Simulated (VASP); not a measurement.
Wanted: the native input for a VASP 6.6.1 run.

```
Task                   : single point
Functional             : PBE
Dispersion             : D3(BJ)
Potentials or basis    : VASP PAW PBE potentials, release 64 (Sn_d, Se)
Cutoff                 : 520 eV
k mesh                 : 6 × 6 × 3
Occupations            : fermi-dirac, width 0.05 eV
Spin                   : no spin polarisation
Dipole correction      : no
Further INCAR settings : ALGO = Normal; EDIFF = 1e-06; NBANDS = 28
```

The structure of SnSe lies in POSCAR:

```
SnSe
1.0
    4.2478539777      0.0000000000      0.0000000000
    0.0000000000      4.2478539777      0.0000000000
    0.0000000000      0.0000000000      5.9101900820
Sn Se
2 2
Direct
    0.0000000000      0.5000000000      0.7498741678
    0.5000000000      0.0000000000      0.2501258322
    0.0000000000      0.5000000000      0.2503097840
    0.5000000000      0.0000000000      0.7496902160
```

One way to write it, as run:

INCAR

```
SYSTEM = SnSe
PREC = Accurate ; ENCUT = 520
EDIFF = 1E-6 ; ISMEAR = -1
SIGMA = 0.05 ; LREAL = .FALSE.
LASPH = .TRUE. ; NELM = 80
ALGO = Normal ; ISIF = 2
LWAVE = .FALSE. ; LCHARG = .FALSE.
GGA = PE ; IVDW = 12
NBANDS = 28
```

KPOINTS

```
Automatic mesh
0
G
  6 6 3
  0 0 0
```

Potentials or basis: VASP PAW PBE potentials, release 64 (Sn_d, Se).

The run is started by

```bash
$ cat potpaw_PBE.64/Sn_d/POTCAR potpaw_PBE.64/Se/POTCAR > POTCAR
$ mpirun -np 1 vasp_std > vasp.out
```

It gave:

| Property | Result |
| --- | --- |
| Pressure | 0.0 GPa |
| Band gap on the k mesh | 0.44 eV |
| Dispersion energy per atom | -0.362 eV |

Caveat: semilocal functionals underestimate gaps, and a narrow one can read as zero; spin-orbit coupling is left out, which moves the levels of the heavy elements.

Wall time 40 s on 1 thread of Intel(R) Xeon(R) Platinum 8259CL CPU @ 2.50GHz (Skylake/Cascade Lake) (shared host), peak memory 0.23 GiB.
